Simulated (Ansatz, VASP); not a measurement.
# Two plane-wave programs on Si15Ni

```
Ni Si
1.0
     0.00000    5.43700    5.43700
     5.43700    0.00000    5.43700
     5.43700    5.43700    0.00000
Ni Si
1 15
Direct
  0.00000 0.00000 0.00000
  0.00085 0.00085 0.49915
  0.00085 0.49915 0.00085
  0.00085 0.49915 0.49915
  0.49915 0.00085 0.00085
  0.49915 0.00085 0.49915
  0.49915 0.49915 0.00085
  0.50000 0.50000 0.50000
  0.12022 0.12022 0.12022
  0.12022 0.12022 0.63934
  0.12022 0.63934 0.12022
  0.12355 0.62548 0.62548
  0.63934 0.12022 0.12022
  0.62548 0.12355 0.62548
  0.62548 0.62548 0.12355
  0.62548 0.62548 0.62548
```

Alike in both runs: task single point; functional PBEsol; k mesh 3 × 3 × 3; occupations gaussian, width 0.05 eV; collinear spin; Hubbard terms Ni d U = 5.0 eV.

```csv
,VASP,Ansatz
version,VASP 6.6.1,Ansatz 0.2.0
potentials or method,"VASP PAW PBE potentials, release 64 (Ni, Si), cutoff 520 eV","scalar-relativistic, plane waves, PAW"
valence electrons in the cell,70,78
```

VASP gave:

* gap on the k mesh at the Fermi level (eV): none
* pressure (GPa): -2.5
* rms of the force components (eV/Å): 0.047
* net moment per atom (μB): 0.04
* size of the moment on the site where the two differ most (μB): 0.18

Question: What did Ansatz give for the same quantities?

Answer: gap on the k mesh at the Fermi level (eV): none; pressure (GPa): -2.3; rms of the force components (eV/Å): 0.003; net moment per atom (μB): 0.04; size of the moment on the site where the two differ most (μB): 0.12.

VASP's potentials were made for PBE, not for PBEsol. Site moments also hang on the region over which each program counts them. The programs project onto different local orbitals, so the same U acts differently, and such runs can settle in different states. Atom by atom the forces differ by 0.050 eV/Å (rms over components). A gap of «none» marks a metal or a gap that the smearing closes. VASP's potentials hold 70 valence electrons a cell and Ansatz's 78, so a difference there can come from the potentials and not from the codes. Ansatz's warnings: filled band counts differ across k points.
